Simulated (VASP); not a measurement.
Input of a VASP 6.6.1 run:

INCAR

```
ALGO = Normal ; EDIFF = 1E-6
ENCUT = 520 ; GGA = PE
ISIF = 2 ; ISMEAR = 0
LASPH = T ; LCHARG = T
LDAU = T ; LDAUJ = 0 0
LDAUL = 2 -1 ; LDAUPRINT = 1
LDAUTYPE = 2 ; LDAUU = 1 0
LELF = T ; LMAXMIX = 4
LREAL = F ; LVHAR = T
LWAVE = F ; NBANDS = 36
NELM = 150 ; PREC = Accurate
SIGMA = 0.03
```

The input KPOINTS:

```
k-points
0
Gamma
  12 12 12
```

Contents of POSCAR:

```
CoSi
1.0
    4.4380000000      0.0000000000      0.0000000000
    0.0000000000      4.4380000000      0.0000000000
    0.0000000000      0.0000000000      4.4380000000
Co Si
4 4
Direct
    0.1400000000      0.1400000000      0.1400000000
    0.3600000000      0.8600000000      0.6400000000
    0.6400000000      0.3600000000      0.8600000000
    0.8600000000      0.6400000000      0.3600000000
    0.8430000000      0.8430000000      0.8430000000
    0.6570000000      0.1570000000      0.3430000000
    0.3430000000      0.6570000000      0.1570000000
    0.1570000000      0.3430000000      0.6570000000
```

Potentials or basis: VASP PAW PBE potentials, release 64 (Co, Si).

Launch:

```console
$ cat potpaw_PBE.64/Co/POTCAR potpaw_PBE.64/Si/POTCAR > POTCAR
$ mpirun -np 1 vasp_std > vasp.out
```

(1) Predict the pressure.

(2) Estimate the largest force.

(3) What does it give for the band gap on the k mesh?

Answers

(1) -2.3 GPa.

(2) 0.234 eV/Å.

(3) zero (bands 26 and 27 overlap by 0.19 eV).

Caveat: U without spin polarisation on a metal has little footing; the U is typed as a test and isn't derived for this compound.
